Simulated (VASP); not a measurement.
## Nb: single point with PBE

Nb:

```
Nb
1.0
     0.00000    2.87694    2.87694
     2.87694    0.00000    2.87694
     2.87694    2.87694    0.00000
Nb
2
Cartesian
  0.7192 0.7192 0.7192
  5.0346 5.0346 5.0346
```

This cell differs from its parent crystal: volume scaled by 0.92.

* Program: VASP 6.6.1
* Task: single point
* Functional: PBE
* Potentials or basis: VASP PAW PBE potentials, release 64 (Nb_sv)
* Cutoff: 520 eV
* k mesh: 10 × 10 × 10
* Occupations: fermi-dirac, width 0.1 eV
* Spin: no spin polarisation
* Dipole correction: no
* Further INCAR settings: ALGO = Normal; EDIFF = 1e-06; NBANDS = 20

```json
{"Pressure": "6.5 GPa", "Band gap on the k mesh": "zero (band 13 reaches 8.25 eV, above the bottom of band 14 at 6.69 eV)"}
```

Levels at points of the mesh, in eV from the Fermi level:
```tsv
k point	band 11	band 12	band 13	band 14	band 15	band 16
(0.00, 0.00, 0.00)	-1.70	-0.59	-0.59	-0.59	2.05	2.05
(0.50, 0.00, 0.00)	-1.49	-1.49	-0.89	-0.89	0.85	3.24
(0.50, 0.50, 0.00)	-0.83	-0.83	0.61	0.61	1.29	1.29
```

Run time: 20 s on 1 thread of Intel(R) Xeon(R) 6975P-C (Granite Rapids), on a shared host, peak memory 0.18 GiB.
